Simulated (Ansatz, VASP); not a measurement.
One calculation of P, two programs

Contents of POSCAR:

```
P
1.0
    2.4246941115      0.0000000000      0.0000000000
    0.0000000000      2.4385351442      0.0000000000
   -0.0203144631      0.0000000000      4.8524328982
P
2
Direct
    0.0000000300      0.0000000000      0.7494253600
    0.9999999700      0.0000000000      0.2505746400
```

INCAR.step1

```
  PREC = Accurate
  ENCUT = 520
  EDIFF = 1E-5
  ISMEAR = -1
  SIGMA = 0.05
  LREAL = False
  LASPH = True
  NELM = 60
  ALGO = Normal
  ISIF = 2
  LWAVE = True
  GGA = PE
  NBANDS = 12
```

INCAR.step2

```
  PREC = Accurate
  ENCUT = 520
  EDIFF = 1E-7
  ISMEAR = -1
  SIGMA = 0.05
  LREAL = False
  LASPH = True
  NELM = 60
  ALGO = Normal
  ISIF = 2
  LWAVE = False
  LCHARG = True
  GGA = PE
  LHFCALC = True
  AEXX = 0.3
  HFSCREEN = 0.2
  PRECFOCK = Normal
  LELF = True
  LVHAR = True
  ISTART = 1
  NBANDS = 12
```

File KPOINTS:

```
Automatic mesh
0
Gamma
  6 6 3
```

File input.yaml:

```yaml
crystal:
  lattice:
    - [2.4246941115, 0.0, 0.0]
    - [0.0, 2.4385351442, 0.0]
    - [-0.0203144631, 0.0, 4.8524328982]
  atoms:
    - { symbol: P, position: [3.0e-08, 0.0, 0.74942536] }
    - { symbol: P, position: [0.99999997, 0.0, 0.25057464] }
hamiltonian:
  xc: { exchange: pbe, correlation: pbe, exx: { coeff: 0.3, omega: 0.2 } }
  pseudopotentials: { kind: paw }
kpoints:
  mp_grid: { grid: [6, 6, 3] }
scf:
  occupations: { method: fermi_dirac, width: 0.05 }
output:
  forces: true
  stress: true
  eigenvalues: true
  write_density: true
  write_potential: true
  elf: true
  volumetric_format: npy
```

Alike in both runs: task single point; functional PBE-based screened hybrid with a share of 0.3 of exact exchange and HFSCREEN = 0.2; k mesh 6 × 6 × 3; occupations fermi-dirac, width 0.05 eV; no spin polarisation.

|  | VASP | Ansatz |
| --- | --- | --- |
| version | VASP 6.6.1 | Ansatz 0.2.0 |
| potentials or method | VASP PAW PBE potentials, release 64 (P) | Ansatz PAW |
| plane-wave cutoff (eV) | 520 | 420 |
| valence electrons in the cell | 10 | 10 |

Ansatz gave:

| Property | Result |
| --- | --- |
| gap on the k mesh at the Fermi level (eV) | none |
| pressure (GPa) | -2.7 |
| traceless stress, the component that is largest in VASP (GPa) | 2.13 |
| rms of the force components (eV/Å) | 0.010 |

Task: Which values does VASP return?

Result: gap on the k mesh at the Fermi level (eV): none; pressure (GPa): -3.6; traceless stress, the component that is largest in VASP (GPa): 2.23; rms of the force components (eV/Å): 0.009.

VASP's potentials were made for PBE, not for PBE-based screened hybrid. Atom by atom the forces differ by 0.001 eV/Å (rms over components). A gap of «none» marks a metal or a gap that the smearing closes. The functional is the same, so the differences come from potentials, cutoffs and numerics.

The k mesh is coarse, so the values compare programs but aren't converged.
